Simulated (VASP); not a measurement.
# TaN in VASP: further runs

The runs below take TaN through single point, with PBEsol.

Program: VASP 6.6.1. These are calculated values, not measurements. Logs are shortened: lines on timing, memory, paths and dates and some standing lists are left out, and cuts for length are marked.

## (1) The cell of the first run

It takes space group P6_3mc (No. 186, hexagonal). The conventional cell has a = 3.050 Å, b = 3.050 Å, c = 5.088 Å, α = 90.00°, β = 90.00°, γ = 120.00°. Ta (site symmetry 3m) has 4 N at 1.86 to 1.96 Å within 2.5 Å. N (site symmetry 3m) has 4 Ta at 1.86 to 1.96 Å within 2.5 Å.

## (2) Single point, PBEsol (zz strain of +3 %)

File INCAR:

```
SYSTEM = TaN
PREC     = Accurate       ! precision mode
ENCUT    = 600            ! plane-wave cutoff, eV
EDIFF    = 1E-6           ! SCF threshold, eV
ISMEAR   = -1             ! smearing method
SIGMA    = 0.01           ! smearing width, eV
LREAL    = .False.        ! projectors in reciprocal space
LASPH    = .True.         ! aspherical terms in the spheres
NELM     = 120            ! most SCF steps
ALGO     = Normal         ! electronic algorithm
ISIF     = 2              ! what is computed and relaxed
LWAVE    = .False.        ! write WAVECAR
LCHARG   = .True.         ! write CHGCAR
GGA      = PS             ! functional
LELF     = .True.         ! ELF
LVHAR    = .True.       
NBANDS   = 24             ! bands
GGA_COMPAT= .False.
```

File KPOINTS:

```
Automatic mesh
0
Gamma
  9 9 5
  0 0 0
```

File POSCAR:

```
TaN
1.0
    3.0500010905      0.0000000000      0.0000000000
   -1.5250005453      2.6413784260      0.0000000000
    0.0000000000      0.0000000000      5.0882000000
Ta N
2 2
Direct
    0.3333333333      0.6666666667      0.0000000000
    0.6666666667      0.3333333333      0.5000000000
    0.3333333333      0.6666666667      0.3850000000
    0.6666666667      0.3333333333      0.8850000000
```

Potentials or basis: VASP PAW PBE potentials, release 64 (Ta_pv, N).

Run with:

```bash
$ cat potpaw_PBE.64/Ta_pv/POTCAR potpaw_PBE.64/N/POTCAR > POTCAR
$ mpirun -np 1 vasp_std > vasp.out
```

OUTCAR:

```text
SYSTEM = TaN
   PREC = Accurate
   ENCUT = 600
   EDIFF = 1E-6
   ISMEAR = -1
   LREAL = .False.
   LASPH = .True.
   NELM = 120
   ISIF = 2
   GGA = PS

 ion  position               nearest neighbor table
   1  0.333  0.667  0.000-   4 1.86   4 1.86   4 1.86   3 1.96   2 3.09   2 3.09   2 3.09   2 3.09
                             2 3.09   2 3.09
   2  0.667  0.333  0.500-   3 1.86   3 1.86   3 1.86   4 1.96   1 3.09   1 3.09   1 3.09   1 3.09
                             1 3.09   1 3.09
   3  0.333  0.667  0.385-   2 1.86   2 1.86   2 1.86   1 1.96
   4  0.667  0.333  0.885-   1 1.86   1 1.86   1 1.86   2 1.96

  LATTYP: Found a hexagonal cell.
 ALAT       =     3.0500010905
 C/A-ratio  =     1.6682616986

  Lattice vectors:

 A1 = (   3.0500010905,   0.0000000000,   0.0000000000)
 A2 = (  -1.5250005453,   2.6413784260,   0.0000000000)
 A3 = (   0.0000000000,   0.0000000000,   5.0882000000)

Analysis of symmetry for initial positions (statically):
=====================================================================
 Subroutine PRICEL returns:
 Original cell was already a primitive cell.

 Routine SETGRP: Setting up the symmetry group for a
 hexagonal supercell.

 Subroutine GETGRP returns: Found 12 space group operations
 (whereof  6 operations were pure point group operations)
 out of a pool of 24 trial point group operations.

The static configuration has the point symmetry C_3v.
 The point group associated with its full space group is C_6v.

Analysis of symmetry for dynamics (positions and initial velocities):
=====================================================================
 Subroutine PRICEL returns:
 Original cell was already a primitive cell.

 Routine SETGRP: Setting up the symmetry group for a
 hexagonal supercell.

 Subroutine GETGRP returns: Found 12 space group operations
 (whereof  6 operations were pure point group operations)
 out of a pool of 24 trial point group operations.

The dynamic configuration has the point symmetry C_3v.
 The point group associated with its full space group is C_6v.

 Subroutine INISYM returns: Found 12 space group operations
 (whereof  6 operations are pure point group operations),
 and found     1 'primitive' translations

----------------------------------------------------------------------------------------

                                     Primitive cell

  volume of cell :      40.9916

  direct lattice vectors                    reciprocal lattice vectors
     3.050001090  0.000000000  0.000000000     0.327868735  0.189295103  0.000000000
    -1.525000545  2.641378426  0.000000000     0.000000000  0.378590205  0.000000000
     0.000000000  0.000000000  5.088200000     0.000000000  0.000000000  0.196533155

  length of vectors
     3.050001090  3.050001091  5.088200000     0.378590205  0.378590205  0.196533155

  position of ions in fractional coordinates (direct lattice)
     0.333333333  0.666666667  0.000000000
     0.666666667  0.333333333  0.500000000
     0.333333333  0.666666667  0.385000000
     0.666666667  0.333333333  0.885000000

  ion indices of the primitive-cell ions
   primitive index   ion index
                 1           1
                 2           2
                 3           3
                 4           4

----------------------------------------------------------------------------------------

 KPOINTS: Automatic mesh

Automatic generation of k-mesh.
 Grid dimensions read from file:
 generate k-points for:    9    9    5

 Generating k-lattice:

  Cartesian coordinates                     Fractional coordinates (reciprocal lattice)
     0.036429859  0.021032789  0.000000000     0.111111111  0.000000000  0.000000000
     0.000000000  0.042065578  0.000000000     0.000000000  0.111111111  0.000000000
     0.000000000  0.000000000  0.039306631     0.000000000  0.000000000  0.200000000

  Length of vectors
     0.042065578  0.042065578  0.039306631

  Shift w.r.t. Gamma in fractional coordinates (k-lattice)
     0.000000000  0.000000000  0.000000000

 Subroutine IBZKPT returns following result:
 ===========================================

 Found     36 irreducible k-points:

 Following reciprocal coordinates:
            Coordinates               Weight
  0.000000  0.000000  0.000000      1.000000
  0.111111 -0.000000  0.000000      6.000000
  0.222222 -0.000000  0.000000      6.000000
  0.333333 -0.000000  0.000000      6.000000
  0.444444 -0.000000  0.000000      6.000000
  0.111111  0.111111  0.000000      6.000000
[... 16 lines left out ...]
  0.333333  0.222222  0.200000     24.000000
  0.333333  0.333333  0.200000      4.000000
 [... further k-points ...]
   k-points           NKPTS =     36   k-points in BZ     NKDIM =     36   number of bands    NBANDS=     24
   number of dos      NEDOS =    301   number of ions     NIONS =      4
   total plane-waves  NPLWV =  24192
   dimension x,y,z NGX =    24 NGY =   24 NGZ =   42
   dimension x,y,z NGXF=    48 NGYF=   48 NGZF=   84
   ions per type =               2   2
   NGX,Y,Z   is equivalent  to a cutoff of  13.08, 13.08, 13.72 a.u.
   NGXF,Y,Z  is equivalent  to a cutoff of  26.16, 26.16, 27.45 a.u.
 SYSTEM =  TaN
   PREC   = accura    normal or accurate (medium, high low for compatibility)
   ISTART =      0    job   : 0-new  1-cont  2-samecut
   ICHARG =      2    charge: 1-file 2-atom 10-const
   ISPIN  =      1    spin polarized calculation?
   LNONCOLLINEAR =      F non collinear calculations
   LSORBIT =      F    spin-orbit coupling
   LASPH  =      T    aspherical Exc in radial PAW
   ENCUT  =  600.0 eV  44.10 Ry    6.64 a.u.   6.09  6.09 10.16*2*pi/ulx,y,z
   NELM   =    120;   NELMIN=  2; NELMDL= -5     # of ELM steps
   EDIFF  = 0.1E-05   stopping-criterion for ELM
   LREAL  =      F    real-space projection
   EDIFFG = 0.1E-04   stopping-criterion for IOM
   NSW    =      0    number of steps for IOM
   IBRION =     -1    ionic relax: 0-MD 1-quasi-New 2-CG
   NFREE  =      0    steps in history (QN), initial steepest desc. (CG)
   ISIF   =      2    stress and relaxation
   ISYM   =      2    0-nonsym 1-usesym 2-fastsym
   POTIM  = 0.5000    time-step for ionic-motion
   TEBEG  =    0.0;   TEEND  =   0.0 temperature during run
   PSTRESS=    0.0 pullay stress
   NELECT =      32.0000    total number of electrons
   NUPDOWN=      -1.0000    fix difference up-down
   EMIN   =  10.00;   EMAX   =-10.00  energy-range for DOS
   EFERMI =   0.00;   METHOD = LEGACY
   ISMEAR =    -1;   SIGMA  =   0.01  broadening in eV -4-tet -1-fermi 0-gaus
   EFERMI_NEDOS =   21; number of points for ismear=-14 and -15
   IALGO  =     38    algorithm
   IMIX   =      4    mixing-type and parameters
     AMIX     =   0.40;   BMIX     =  1.00
     AMIX_MAG =   1.60;   BMIX_MAG =  1.00
  volume/ion in A,a.u.               =      10.25        69.16
  Fermi-wavevector in a.u.,A,eV,Ry     =   1.507393  2.848560 30.915625  2.272234
  Thomas-Fermi vector in A             =   2.617985
   LORBIT       =      0    0 simple, 1 ext, 2 COOP (PROOUT), +10 PAW based schemes
   GGA     = PS    functional components
   LHFCALC =     F    Hartree Fock is set to
   AEXX    =    0.0000 exact exchange contribution
   IVDW    =     0    specifies the selected vdW correction
   LEPSILON=     F    determine dielectric tensor
   LRPA    =     F    only Hartree local field effects (RPA)
 non-spin polarized calculation
  energy-cutoff  :      600.00
  volume of cell :       40.99
 maximum number of plane-waves:      1398
   NGX = 13   NGY = 13   NGZ = 21

 number of electron      32.0000001 magnetization

 Free energy of the ion-electron system (eV)
  ---------------------------------------------------
  ext. energy  EPLUGINS =         0.00000000
  ---------------------------------------------------
  free energy    TOTEN  =       -41.56174731 eV

  energy without entropy =      -41.56096503  energy(sigma->0) =      -41.56135617

 E-fermi :   9.2716     XC(G=0): -13.5336

 val. band max:        9.2560174581   @ k =   0.3333  -0.0000   0.2000
 cond. band min:       9.2762587263   @ k =   0.3333  -0.0000   0.4000
 fundamental gap:      0.0202412682
 Fermi energy:         9.2716235694

 k-point     1 :       0.0000    0.0000    0.0000
  band No.  band energies     occupation
      1     -26.6448      2.00000
      2     -25.7079      2.00000
      3     -25.7079      2.00000
      4     -25.5591      2.00000
      5     -25.5591      2.00000
      6     -25.4946      2.00000
[... 16 lines left out ...]
     23      15.7549      0.00000
     24      15.7549      0.00000

 k-point     2 :       0.1111   -0.0000    0.0000
  band No.  band energies     occupation
      1     -26.6059      2.00000
      2     -25.8319      2.00000
      3     -25.7424      2.00000
      4     -25.6990      2.00000
      5     -25.5811      2.00000
      6     -25.5087      2.00000
[... 16 lines left out ...]
     23      15.8093      0.00000
     24      16.2415      0.00000

 k-point     3 :       0.2222   -0.0000    0.0000
  band No.  band energies     occupation
      1     -26.5147      2.00000
      2     -26.1234      2.00000
      3     -26.0273      2.00000
      4     -25.8269      2.00000
      5     -25.6380      2.00000
      6     -25.5550      2.00000
[... 16 lines left out ...]
     23      16.2876      0.00000
     24      17.6415      0.00000

 k-point     4 :       0.3333   -0.0000    0.0000
  band No.  band energies     occupation
      1     -26.5732      2.00000
      2     -26.3957      2.00000
      3     -26.2248      2.00000
      4     -25.9189      2.00000
      5     -25.7041      2.00000
      6     -25.6341      2.00000
[... 16 lines left out ...]
     23      15.9291      0.00000
     24      17.4461      0.00000

 k-point     5 :       0.4444   -0.0000    0.0000
  band No.  band energies     occupation
      1     -26.7557      2.00000
      2     -26.6001      2.00000
      3     -26.1238      2.00000
      4     -25.9773      2.00000
      5     -25.7475      2.00000
      6     -25.7216      2.00000
[... 16 lines left out ...]
     23      15.0139      0.00000
     24      16.0229      0.00000

 k-point     6 :       0.1111    0.1111    0.0000
  band No.  band energies     occupation
      1     -26.5388      2.00000
      2     -26.0160      2.00000
      3     -25.9522      2.00000
      4     -25.7906      2.00000
      5     -25.6377      2.00000
      6     -25.5393      2.00000
[... 16 lines left out ...]
     23      16.3850      0.00000
     24      17.6136      0.00000
[... 379 lines left out ...]
 k-point    21 :       0.4444    0.1111    0.2000
  band No.  band energies     occupation
      1     -26.7728      2.00000
      2     -26.6536      2.00000
      3     -26.0728      2.00000
      4     -25.9652      2.00000
      5     -25.8598      2.00000
      6     -25.7354      2.00000
[... 16 lines left out ...]
     23      15.0409      0.00000
     24      16.1783      0.00000

 k-point    22 :       0.2222    0.2222    0.2000
  band No.  band energies     occupation
      1     -26.5940      2.00000
      2     -26.5135      2.00000
      3     -26.0669      2.00000
      4     -26.0530      2.00000
      5     -25.8875      2.00000
      6     -25.6827      2.00000
[... 16 lines left out ...]
     23      16.7318      0.00000
     24      17.5122      0.00000

 k-point    23 :       0.3333    0.2222    0.2000
  band No.  band energies     occupation
      1     -26.6637      2.00000
      2     -26.5942      2.00000
      3     -26.2125      2.00000
      4     -26.0131      2.00000
      5     -25.9341      2.00000
      6     -25.7536      2.00000
[... 16 lines left out ...]
     23      16.3902      0.00000
     24      16.8697      0.00000

 k-point    24 :       0.3333    0.3333    0.2000
  band No.  band energies     occupation
      1     -26.5858      2.00000
      2     -26.5858      2.00000
      3     -26.3483      2.00000
      4     -26.1109      2.00000
      5     -25.8401      2.00000
      6     -25.8401      2.00000
[... 16 lines left out ...]
     23      16.8306      0.00000
     24      16.8306      0.00000

 [... further k-points ...]
[... 5 lines left out ...]
  --------------------------------------------------------------------------------------
  -------------------------------------------------------------------------------------
  Total       31.4669065     31.4669065     22.3376875     -0.0000000      0.0000000     -0.0000000
  in kB     1229.9001030   1229.9001030    873.0799156     -0.0000000      0.0000000     -0.0000000
  external PRESSURE =    1110.9600405 kB  Pullay stress =       0.0000000 kB

 VOLUME and BASIS-vectors are now :
 -----------------------------------------------------------------------------
  energy-cutoff  :      600.00
  volume of cell :       40.99
      direct lattice vectors                 reciprocal lattice vectors
     3.050001090  0.000000000  0.000000000     0.327868735  0.189295103  0.000000000
    -1.525000545  2.641378426  0.000000000     0.000000000  0.378590205  0.000000000
     0.000000000  0.000000000  5.088200000     0.000000000  0.000000000  0.196533155

 POSITION                                       TOTAL-FORCE (eV/Angst)
 -----------------------------------------------------------------------------------
     -0.00000      1.76092      0.00000        -0.000000     -0.000000      3.630775
      1.52500      0.88046      2.54410        -0.000000      0.000000      3.630775
     -0.00000      1.76092      1.95896         0.000000     -0.000000     -3.630775
      1.52500      0.88046      4.50306        -0.000000      0.000000     -3.630775
 -----------------------------------------------------------------------------------
    total drift:                               -0.000000      0.000000      0.002004

  FREE ENERGIE OF THE ION-ELECTRON SYSTEM (eV)
  ---------------------------------------------------
  free  energy   TOTEN  =       -41.5617473065 eV

  energy  without entropy=      -41.5609650274  energy(sigma->0) =      -41.56135617
```

Run time: 14 s. Hardware: 1 thread of Intel Xeon 6975P-C (Granite Rapids), shared host; peak memory 0.18 GiB.

What came out:

- Free energy: -41.5617 eV
- Pressure: 111.1 GPa
- Largest force: 3.631 eV/Å
- Band gap on the k mesh: zero (band 16 reaches 9.87 eV, above the bottom of band 17 at 7.64 eV)

Forces on the atoms (eV/Å):
```
Ta   0.000  0.000  3.631
Ta   0.000  0.000  3.631
N    0.000  0.000 -3.631
N    0.000  0.000 -3.631
```

Caveat: the cell differs from its parent crystal (zz strain of +3 %); the PAW data sets were made with another functional, which shifts forces and pressure a little; spin-orbit coupling is left out, which moves the levels of the heavy elements.

## (3) Single point, PBEsol (equal xy, yz and zx shear strains of +2 %)

File INCAR:

```
  PREC = Accurate
  ENCUT = 520
  EDIFF = 1E-6
  ISMEAR = -1
  SIGMA = 0.01
  LREAL = F
  LASPH = T
  NELM = 60
  ALGO = Normal
  ISIF = 2
  LWAVE = F
  LCHARG = F
  GGA = PS
  NBANDS = 24
```

File KPOINTS:

```
Automatic mesh
0
Gamma
  9 9 5
```

File POSCAR:

```
TaN
1.0
    3.0500010905      0.0305000109      0.0305000109
   -1.4985867610      2.6261284206      0.0111637788
    0.0494000000      0.0494000000      4.9400000000
Ta N
2 2
Direct
    0.3333333333      0.6666666667      0.0000000000
    0.6666666667      0.3333333333      0.5000000000
    0.3333333333      0.6666666667      0.3850000000
    0.6666666667      0.3333333333      0.8850000000
```

Potentials or basis: VASP PAW PBE potentials, release 64 (Ta_pv, N).

Run with:

```bash
$ cat potpaw_PBE.64/Ta_pv/POTCAR potpaw_PBE.64/N/POTCAR > POTCAR
$ mpirun -np 1 vasp_std > vasp.out
```

Wall time 58 s (1 thread of Intel Xeon 6975P-C (Granite Rapids), shared host); peak memory 0.28 GiB.

The run converged. Its results:

```
Free energy            : -40.7843 eV
Pressure               : 129.8 GPa
Largest force          : 2.643 eV/Å
Band gap on the k mesh : zero (band 16 reaches 10.21 eV, above the bottom of band 17 at 7.99 eV)
```

Forces in eV/Å, atoms in the order of the input:
```
Ta  -1.231 -0.397  2.305
Ta   0.384 -0.445  2.260
N   -0.344  0.440 -2.280
N    1.192  0.403 -2.285
```

Stress tensor (GPa, compression positive):
```
138.53  -5.10  -1.86
 -5.10 138.24  -1.79
 -1.86  -1.79 112.67
```

Levels at points of the mesh, in eV from the Fermi level:
| k point | band 14 | band 15 | band 16 | band 17 | band 18 | band 19 |
| --- | --- | --- | --- | --- | --- | --- |
| (0.00, 0.00, 0.00) | -7.54 | -0.99 | -0.76 | -0.28 | 2.09 | 2.64 |

Caveat: the cell differs from its parent crystal (equal xy, yz and zx shear strains of +2 %); the PAW data sets were made with another functional, which shifts forces and pressure a little; spin-orbit coupling is left out, which moves the levels of the heavy elements.

[end of part 1 of 2]
